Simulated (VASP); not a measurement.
# CdSe (P6_3/mmc) in VASP: a series of runs

The runs below take CdSe through single point, relaxation of cell and atoms, with PBEsol.

Program: VASP 6.6.1. These are calculated values, not measurements. Logs are shortened: lines on timing, memory, paths and dates and some standing lists are left out, and cuts for length are marked.

### Step 1. The cell of the first run

Symmetry: P6_3/mmc, No. 194, hexagonal system. Conventional cell: a = 4.684 Å, b = 4.684 Å, c = 5.631 Å, α = 90.00°, β = 90.00°, γ = 120.00°. Within 3.6 Å of Cd (site symmetry -6m2) lie 5 Se at 2.70 to 2.82 Å. Within 3.6 Å of Se (site symmetry -6m2) lie 5 Cd at 2.70 to 2.82 Å.

### Step 2. Single point, PBEsol

Contents of INCAR:

```
ALGO = Normal
EDIFF = 1E-6
ENCUT = 500
GGA = PS
GGA_COMPAT = F
ISIF = 2
ISMEAR = 0
LASPH = T
LCHARG = F
LREAL = F
LWAVE = F
NBANDS = 26
NELM = 120
PREC = Accurate
SIGMA = 0.02
```

Contents of KPOINTS:

```
k-points
0
Gamma
  3 3 2
```

Contents of POSCAR:

```
CdSe
1.0
    4.6835207238      0.0000000000      0.0000000000
   -2.3417603619      4.0560479260      0.0000000000
    0.0000000000      0.0000000000      5.6307087645
Cd Se
2 2
Direct
    0.3333333333      0.6666666667      0.0000000000
    0.6666666667      0.3333333333      0.5000000000
    0.3333333333      0.6666666667      0.5000000000
    0.6666666667      0.3333333333      1.0000000000
```

Potentials or basis: VASP PAW PBE potentials, release 64 (Cd, Se).

The run is started by

```sh
$ cat potpaw_PBE.64/Cd/POTCAR potpaw_PBE.64/Se/POTCAR > POTCAR
$ mpirun -np 1 vasp_std > vasp.out
```

OUTCAR:

```text
EDIFF = 1E-6
   ENCUT = 500
   GGA = PS
   ISIF = 2
   ISMEAR = 0
   LASPH = T
   LREAL = F
   NELM = 120
   PREC = Accurate

 ion  position               nearest neighbor table
   1  0.333  0.667  0.000-   4 2.70   4 2.70   4 2.70   3 2.82   3 2.82
   2  0.667  0.333  0.500-   3 2.70   3 2.70   3 2.70   4 2.82   4 2.82
   3  0.333  0.667  0.500-   2 2.70   2 2.70   2 2.70   1 2.82   1 2.82
   4  0.667  0.333  0.000-   1 2.70   1 2.70   1 2.70   2 2.82   2 2.82

  LATTYP: Found a hexagonal cell.
 ALAT       =     4.6835207238
 C/A-ratio  =     1.2022384647

  Lattice vectors:

 A1 = (   4.6835207238,   0.0000000000,   0.0000000000)
 A2 = (  -2.3417603619,   4.0560479260,   0.0000000000)
 A3 = (   0.0000000000,   0.0000000000,   5.6307087645)

Analysis of symmetry for initial positions (statically):
=====================================================================
 Subroutine PRICEL returns:
 Original cell was already a primitive cell.

 Routine SETGRP: Setting up the symmetry group for a
 hexagonal supercell.

 Subroutine GETGRP returns: Found 24 space group operations
 (whereof 12 operations were pure point group operations)
 out of a pool of 24 trial point group operations.

The static configuration has the point symmetry D_3h.
 The point group associated with its full space group is D_6h.

Analysis of symmetry for dynamics (positions and initial velocities):
=====================================================================
 Subroutine PRICEL returns:
 Original cell was already a primitive cell.

 Routine SETGRP: Setting up the symmetry group for a
 hexagonal supercell.

 Subroutine GETGRP returns: Found 24 space group operations
 (whereof 12 operations were pure point group operations)
 out of a pool of 24 trial point group operations.

The dynamic configuration has the point symmetry D_3h.
 The point group associated with its full space group is D_6h.

 Subroutine INISYM returns: Found 24 space group operations
 (whereof 12 operations are pure point group operations),
 and found     1 'primitive' translations

----------------------------------------------------------------------------------------

                                     Primitive cell

  volume of cell :     106.9642

  direct lattice vectors                    reciprocal lattice vectors
     4.683520724  0.000000000  0.000000000     0.213514588  0.123272705  0.000000000
    -2.341760362  4.056047926  0.000000000     0.000000000  0.246545410  0.000000000
     0.000000000  0.000000000  5.630708764     0.000000000  0.000000000  0.177597536

  length of vectors
     4.683520724  4.683520724  5.630708764     0.246545410  0.246545410  0.177597536

  position of ions in fractional coordinates (direct lattice)
     0.333333333  0.666666667  0.000000000
     0.666666667  0.333333333  0.500000000
     0.333333333  0.666666667  0.500000000
     0.666666667  0.333333333  0.000000000

  ion indices of the primitive-cell ions
   primitive index   ion index
                 1           1
                 2           2
                 3           3
                 4           4

----------------------------------------------------------------------------------------

 KPOINTS: k-points

Automatic generation of k-mesh.
 Grid dimensions read from file:
 generate k-points for:    3    3    2

 Generating k-lattice:

  Cartesian coordinates                     Fractional coordinates (reciprocal lattice)
     0.071171529  0.041090902  0.000000000     0.333333333  0.000000000  0.000000000
     0.000000000  0.082181803  0.000000000     0.000000000  0.333333333  0.000000000
     0.000000000  0.000000000  0.088798768     0.000000000  0.000000000  0.500000000

  Length of vectors
     0.082181803  0.082181803  0.088798768

  Shift w.r.t. Gamma in fractional coordinates (k-lattice)
     0.000000000  0.000000000  0.000000000

 Subroutine IBZKPT returns following result:
 ===========================================

 Found      6 irreducible k-points:

 Following reciprocal coordinates:
            Coordinates               Weight
  0.000000  0.000000  0.000000      1.000000
  0.333333 -0.000000  0.000000      6.000000
  0.333333  0.333333  0.000000      2.000000
  0.000000  0.000000  0.500000      1.000000
  0.333333 -0.000000  0.500000      6.000000
  0.333333  0.333333  0.500000      2.000000
   k-points           NKPTS =      6   k-points in BZ     NKDIM =      6   number of bands    NBANDS=     26
   number of dos      NEDOS =    301   number of ions     NIONS =      4
   total plane-waves  NPLWV =  54432
   dimension x,y,z NGX =    36 NGY =   36 NGZ =   42
   dimension x,y,z NGXF=    72 NGYF=   72 NGZF=   84
   ions per type =               2   2
   NGX,Y,Z   is equivalent  to a cutoff of  12.78, 12.78, 12.40 a.u.
   NGXF,Y,Z  is equivalent  to a cutoff of  25.56, 25.56, 24.80 a.u.
 SYSTEM =  unknown system
   PREC   = accura    normal or accurate (medium, high low for compatibility)
   ISTART =      0    job   : 0-new  1-cont  2-samecut
   ICHARG =      2    charge: 1-file 2-atom 10-const
   ISPIN  =      1    spin polarized calculation?
   LNONCOLLINEAR =      F non collinear calculations
   LSORBIT =      F    spin-orbit coupling
   LASPH  =      T    aspherical Exc in radial PAW
   ENCUT  =  500.0 eV  36.75 Ry    6.06 a.u.   8.54  8.54 10.27*2*pi/ulx,y,z
   NELM   =    120;   NELMIN=  2; NELMDL= -5     # of ELM steps
   EDIFF  = 0.1E-05   stopping-criterion for ELM
   LREAL  =      F    real-space projection
   EDIFFG = 0.1E-04   stopping-criterion for IOM
   NSW    =      0    number of steps for IOM
   IBRION =     -1    ionic relax: 0-MD 1-quasi-New 2-CG
   NFREE  =      0    steps in history (QN), initial steepest desc. (CG)
   ISIF   =      2    stress and relaxation
   ISYM   =      2    0-nonsym 1-usesym 2-fastsym
   POTIM  = 0.5000    time-step for ionic-motion
   TEBEG  =    0.0;   TEEND  =   0.0 temperature during run
   PSTRESS=    0.0 pullay stress
   NELECT =      36.0000    total number of electrons
   NUPDOWN=      -1.0000    fix difference up-down
   EMIN   =  10.00;   EMAX   =-10.00  energy-range for DOS
   EFERMI =   0.00;   METHOD = LEGACY
   ISMEAR =     0;   SIGMA  =   0.02  broadening in eV -4-tet -1-fermi 0-gaus
   EFERMI_NEDOS =   21; number of points for ismear=-14 and -15
[... 46 lines left out ...]
      6      -6.6881      2.00000
      7      -6.5159      2.00000
      8      -6.5159      2.00000
      9      -6.5025      2.00000
     10      -6.3130      2.00000
     11      -6.3130      2.00000
     12      -5.7086      2.00000
     13      -2.7064      2.00000
     14      -0.3995      2.00000
     15      -0.3995      2.00000
     16       0.7265      2.00000
     17       0.9543      2.00000
     18       0.9543      2.00000
     19       1.2071      2.00000
     20       1.6779      0.00000
     21       6.0651      0.00000
     22       6.0651      0.00000
     23       7.9440      0.00000
     24       7.9440      0.00000
     25       8.9122      0.00000
     26       9.8286      0.00000

 k-point     2 :       0.3333   -0.0000    0.0000
  band No.  band energies     occupation
      1     -11.2988      2.00000
      2     -10.8355      2.00000
      3      -6.6093      2.00000
      4      -6.5940      2.00000
      5      -6.5541      2.00000
      6      -6.5490      2.00000
      7      -6.5426      2.00000
      8      -6.5149      2.00000
      9      -6.4313      2.00000
     10      -6.3940      2.00000
     11      -6.2899      2.00000
     12      -5.8640      2.00000
     13      -2.4119      2.00000
     14      -1.9713      2.00000
     15      -1.4927      2.00000
     16      -1.2428      2.00000
     17      -0.0209      2.00000
     18       0.5302      2.00000
     19       2.8355      0.00000
     20       4.2032      0.00000
     21       6.2617      0.00000
     22       7.7872      0.00000
     23       8.0588      0.00000
     24       8.2441      0.00000
     25       8.8959      0.00000
     26       9.9635      0.00000

 k-point     3 :       0.3333    0.3333    0.0000
  band No.  band energies     occupation
      1     -11.0059      2.00000
      2     -11.0059      2.00000
      3      -6.5911      2.00000
      4      -6.5686      2.00000
      5      -6.5092      2.00000
      6      -6.5092      2.00000
      7      -6.4825      2.00000
      8      -6.4825      2.00000
      9      -6.4754      2.00000
     10      -6.2733      2.00000
     11      -6.1075      2.00000
     12      -6.1075      2.00000
     13      -2.3870      2.00000
     14      -2.2717      2.00000
     15      -2.2717      2.00000
     16      -0.9974      2.00000
     17      -0.9974      2.00000
     18      -0.2007      2.00000
     19       4.9215      0.00000
     20       4.9215      0.00000
     21       6.9159      0.00000
     22       7.2959      0.00000
     23       8.0839      0.00000
     24       8.0839      0.00000
     25       9.6440      0.00000
     26       9.6440      0.00000

 k-point     4 :       0.0000    0.0000    0.5000
  band No.  band energies     occupation
      1     -11.0885      2.00000
      2     -11.0885      2.00000
      3      -6.7570      2.00000
      4      -6.7570      2.00000
      5      -6.7570      2.00000
      6      -6.7570      2.00000
      7      -6.6362      2.00000
      8      -6.6362      2.00000
      9      -6.3641      2.00000
     10      -6.3641      2.00000
     11      -6.3641      2.00000
     12      -6.3641      2.00000
     13      -1.4504      2.00000
     14      -1.4504      2.00000
     15       0.3330      2.00000
     16       0.3330      2.00000
     17       0.3330      2.00000
     18       0.3330      2.00000
     19       4.1271      0.00000
     20       4.1271      0.00000
     21       6.1870      0.00000
     22       6.1870      0.00000
     23       6.1870      0.00000
     24       6.1870      0.00000
     25       7.2620      0.00000
     26       7.2620      0.00000

 k-point     5 :       0.3333   -0.0000    0.5000
  band No.  band energies     occupation
      1     -10.9395      2.00000
      2     -10.9395      2.00000
      3      -6.7423      2.00000
      4      -6.7423      2.00000
      5      -6.6396      2.00000
      6      -6.6396      2.00000
      7      -6.5845      2.00000
      8      -6.5845      2.00000
      9      -6.3807      2.00000
     10      -6.3807      2.00000
     11      -6.2733      2.00000
     12      -6.2733      2.00000
     13      -2.9757      2.00000
     14      -2.9757      2.00000
     15      -0.3755      2.00000
     16      -0.3755      2.00000
     17       0.8516      2.00000
     18       0.8516      2.00000
     19       4.7079      0.00000
     20       4.7079      0.00000
     21       6.1709      0.00000
     22       6.1709      0.00000
     23       7.6925      0.00000
     24       7.6925      0.00000
     25       8.1700      0.00000
     26       8.1700      0.00000

 k-point     6 :       0.3333    0.3333    0.5000
  band No.  band energies     occupation
      1     -10.8638      2.00000
      2     -10.8638      2.00000
      3      -6.7715      2.00000
      4      -6.7715      2.00000
      5      -6.5547      2.00000
      6      -6.5547      2.00000
      7      -6.4982      2.00000
      8      -6.4982      2.00000
      9      -6.4328      2.00000
     10      -6.4328      2.00000
     11      -6.1749      2.00000
     12      -6.1749      2.00000
     13      -3.4076      2.00000
     14      -3.4076      2.00000
     15      -1.3753      2.00000
     16      -1.3753      2.00000
     17       1.4972      1.50000
     18       1.4972      1.50000
     19       5.7291      0.00000
     20       5.7291      0.00000
     21       6.6440      0.00000
     22       6.6440      0.00000
     23       7.5941      0.00000
     24       7.5941      0.00000
     25       7.8479      0.00000
     26       7.8479      0.00000

------------------------ aborting loop because EDIFF is reached ----------------------------------------

  FORCE on cell =-STRESS in cart. coord.  units (eV):
  Direction    XX          YY          ZZ          XY          YZ          ZX
  --------------------------------------------------------------------------------------
  -------------------------------------------------------------------------------------
  Total        0.2412587      0.2412587      0.2665809      0.0000000      0.0000000     -0.0000000
  in kB        3.6137241      3.6137241      3.9930160      0.0000000      0.0000000     -0.0000000
  external PRESSURE =       3.7401547 kB  Pullay stress =       0.0000000 kB

 VOLUME and BASIS-vectors are now :
 -----------------------------------------------------------------------------
  energy-cutoff  :      500.00
  volume of cell :      106.96
      direct lattice vectors                 reciprocal lattice vectors
     4.683520724  0.000000000  0.000000000     0.213514588  0.123272705  0.000000000
    -2.341760362  4.056047926  0.000000000     0.000000000  0.246545410  0.000000000
     0.000000000  0.000000000  5.630708764     0.000000000  0.000000000  0.177597536

 POSITION                                       TOTAL-FORCE (eV/Angst)
 -----------------------------------------------------------------------------------
     -0.00000      2.70403      0.00000        -0.000000      0.000000      0.000000
      2.34176      1.35202      2.81535         0.000000     -0.000000      0.000000
     -0.00000      2.70403      2.81535        -0.000000      0.000000      0.000000
      2.34176      1.35202      0.00000         0.000000      0.000000      0.000000
 -----------------------------------------------------------------------------------
    total drift:                               -0.000000      0.000000      0.000000

  FREE ENERGIE OF THE ION-ELECTRON SYSTEM (eV)
  ---------------------------------------------------
  free  energy   TOTEN  =       -11.8615556282 eV

  energy  without entropy=      -11.8595582774  energy(sigma->0) =      -11.86055695
```

Run time: 13 s. Hardware: 1 thread of Intel Xeon Platinum 8375C at 2.90GHz (Ice Lake), shared host; peak memory 0.22 GiB.

Results:

```
Free energy            : -11.8616 eV
Pressure               : 0.4 GPa
Band gap on the k mesh : zero (bands 18 and 19 overlap by 0.29 eV)
```

Caveat: the k points lie up to 0.56 Å⁻¹ apart; semilocal functionals underestimate gaps, and a narrow one can read as zero; the PAW data sets were made with another functional, which shifts forces and pressure a little.

### Step 3. Single point, PBEsol

This run uses another cell than the first one, of the same volume but with other edges.

Contents of INCAR:

```
SYSTEM = CdSe
PREC = Accurate
ENCUT = 500
EDIFF = 1E-6
ISMEAR = 0
SIGMA = 0.1
LREAL = .False.
LASPH = .True.
NELM = 120
ALGO = Normal
ISIF = 2
LWAVE = .False.
LCHARG = .False.
GGA = PS
NBANDS = 26
GGA_COMPAT = .False.
```

Contents of KPOINTS:

```
Automatic mesh
0
Gamma
  6 6 4
  0 0 0
```

Contents of POSCAR:

```
CdSe
1.0
    4.5744784810      0.0000000000      0.0000000000
   -2.2872392405      3.9616145736      0.0000000000
    0.0000000000      0.0000000000      5.9006181925
Cd Se
2 2
Direct
    0.3333333333      0.6666666667      0.0000000000
    0.6666666667      0.3333333333      0.5000000000
    0.3333333333      0.6666666667      0.5000000000
    0.6666666667      0.3333333333      1.0000000000
```

Potentials or basis: VASP PAW PBE potentials, release 64 (Cd, Se).

The run is started by

```sh
$ cat potpaw_PBE.64/Cd/POTCAR potpaw_PBE.64/Se/POTCAR > POTCAR
$ mpirun -np 1 vasp_std > vasp.out
```

Wall time 33 s (1 thread of Intel Xeon Platinum 8375C at 2.90GHz (Ice Lake), shared host); peak memory 0.25 GiB.

The run converged. Its results:

- Free energy: -11.9739 eV
- Pressure: 0.4 GPa
- Band gap on the k mesh: 0.08 eV (least direct gap 0.39 eV)

Stress tensor (GPa, compression positive):
```
0.42 0.00 0.00
0.00 0.42 0.00
0.00 0.00 0.29
```

Levels at points of the mesh, in eV from the valence-band top:
| k point | band 14 | band 15 | band 16 | band 17 | band 18 | band 19 | band 20 | band 21 | band 22 | band 23 |
| --- | --- | --- | --- | --- | --- | --- | --- | --- | --- | --- |
| (0.00, 0.00, 0.00) | -1.50 | -1.50 | -0.38 | -0.38 | -0.31 | 0.08 | 0.34 | 4.87 | 4.87 | 6.51 |
| (0.50, 0.00, 0.00) | -3.67 | -2.69 | -2.67 | -1.50 | -1.17 | 1.70 | 3.18 | 5.70 | 6.61 | 7.41 |
| (0.00, 0.00, 0.50) | -2.56 | -0.91 | -0.91 | -0.91 | -0.91 | 2.30 | 2.30 | 5.07 | 5.07 | 5.07 |
| (0.50, 0.00, 0.50) | -4.72 | -1.96 | -1.96 | -0.48 | -0.48 | 3.18 | 3.18 | 4.43 | 4.43 | 7.27 |

Caveat: semilocal functionals underestimate gaps, and a narrow one can read as zero; the PAW data sets were made with another functional, which shifts forces and pressure a little.

### Step 4. Relaxation of cell and atoms, PBEsol

Contents of INCAR:

```
SYSTEM = CdSe
ALGO = Normal
EDIFF = 1E-7
EDIFFG = -0.002
ENCUT = 500
GGA = PS
GGA_COMPAT = .FALSE.
IBRION = 2
ISIF = 3
ISMEAR = 0
LASPH = .TRUE.
LCHARG = .FALSE.
LREAL = .FALSE.
LWAVE = .FALSE.
NELM = 120
NELMIN = 4
NSW = 100
PREC = Accurate
SIGMA = 0.1
```

Contents of KPOINTS:

```
k-points
0
G
  6 6 4
  0 0 0
```

Contents of POSCAR:

```
CdSe
1.0
    4.6835207238      0.0000000000      0.0000000000
   -2.3417603619      4.0560479260      0.0000000000
    0.0000000000      0.0000000000      5.6307087645
Cd Se
2 2
Direct
    0.3333333333      0.6666666667      0.0000000000
    0.6666666667      0.3333333333      0.5000000000
    0.3333333333      0.6666666667      0.5000000000
    0.6666666667      0.3333333333      1.0000000000
```

The run is started by

```sh
$ cat potpaw_PBE.64/Cd/POTCAR potpaw_PBE.64/Se/POTCAR > POTCAR
$ mpirun -np 1 vasp_std > vasp.out
```

Run time: 3 min. Hardware: 1 thread of Intel Xeon Platinum 8375C at 2.90GHz (Ice Lake), shared host; peak memory 0.24 GiB.

It converged, with:

```yaml
Free_energy: -11.9742 eV
Relaxed_volume: 26.90 Å³/atom
Relaxed_cell: a = 4.587 Å, b = 4.587 Å, c = 5.905 Å, α = 90.00°, β = 90.00°, γ = 120.00°
Space_group_after_relaxing_to_0.1_Å: P6_3/mmc (No. 194)
Energy_gained_by_relaxing: 14.0 meV/atom
Ionic_steps: 10
Pressure_after_relaxing: 0.0 GPa
Band_gap_on_the_k_mesh: 0.07 eV (least direct gap 0.38 eV)
```

Step by step:
| step | energy change (eV) | largest force (eV/Å) | pressure (GPa) | volume (Å³) |
| --- | --- | --- | --- | --- |
| 1 | 0.0000 | 0.0000 | 0.36 | 106.96 |
| 2 | -0.0396 | 0.0000 | -0.24 | 107.86 |
| 3 | -0.0525 | 0.0000 | -0.69 | 109.07 |
| 4 | -0.0534 | 0.0000 | -0.64 | 108.83 |
| 5 | -0.0548 | 0.0000 | 0.41 | 106.90 |
| 6 | -0.0560 | 0.0000 | -0.03 | 107.68 |
| 7 | -0.0560 | 0.0000 | -0.04 | 107.71 |
| 8 | -0.0560 | 0.0000 | -0.02 | 107.66 |
| 9 | -0.0560 | 0.0000 | -0.01 | 107.62 |
| 10 | -0.0560 | 0.0000 | -0.01 | 107.61 |

Final structure:
```xyz
4
Lattice="4.5873 0.0000 0.0000 -2.2936 3.9727 0.0000 0.0000 0.0000 5.9050" Properties=species:S:1:pos:R:3 pbc="T T T"
Cd    0.0000    2.6485    0.0000
Cd    2.2936    1.3242    2.9525
Se    0.0000    2.6485    2.9525
Se    2.2936    1.3242    0.0000
```

Levels at points of the mesh, in eV from the valence-band top:
```tsv
k point	band 16	band 17	band 18	band 19	band 20	band 21
(0.00, 0.00, 0.00)	-0.38	-0.38	-0.31	0.07	0.31	4.86
(0.50, 0.00, 0.00)	-2.65	-1.50	-1.16	1.69	3.15	5.71
(0.00, 0.00, 0.50)	-0.92	-0.92	-0.92	2.29	2.29	5.07
(0.50, 0.00, 0.50)	-1.95	-0.48	-0.48	3.18	3.18	4.43
```

Caveat: the smearing spreads over this small gap; semilocal functionals underestimate gaps, and a narrow one can read as zero; the PAW data sets were made with another functional, which shifts forces and pressure a little.

### Step 5. Summary

```csv
task,cell,k mesh,smearing,gap on the mesh (eV),pressure (GPa)
single point,"a = 4.684, b = 4.684, c = 5.631 Å, angles 90.0, 90.0, 120.0°, 4 atoms",3 × 3 × 2,gaussian 0.02 eV,none,0.4
single point,"a = 4.574, b = 4.574, c = 5.901 Å, angles 90.0, 90.0, 120.0°, 4 atoms",6 × 6 × 4,gaussian 0.1 eV,0.08,0.4
relaxation of cell and atoms,"relaxed from a = 4.684, b = 4.684, c = 5.631 Å, angles 90.0, 90.0, 120.0°, 4 atoms",6 × 6 × 4,gaussian 0.1 eV,0.07,0.0
```

Alike in all rows: level PBEsol; potentials or basis VASP PAW PBE potentials, release 64 (Cd, Se); no spin polarisation; cutoff (eV) 500.

Caveats: some runs use coarse meshes; semilocal functionals underestimate gaps, and a narrow one can read as zero; the PAW data sets were made with another functional, which shifts forces and pressure a little; the smearing spreads over this small gap (at least some runs).

Total energies depend on the potentials used, so only differences within one code and one set of settings carry meaning.
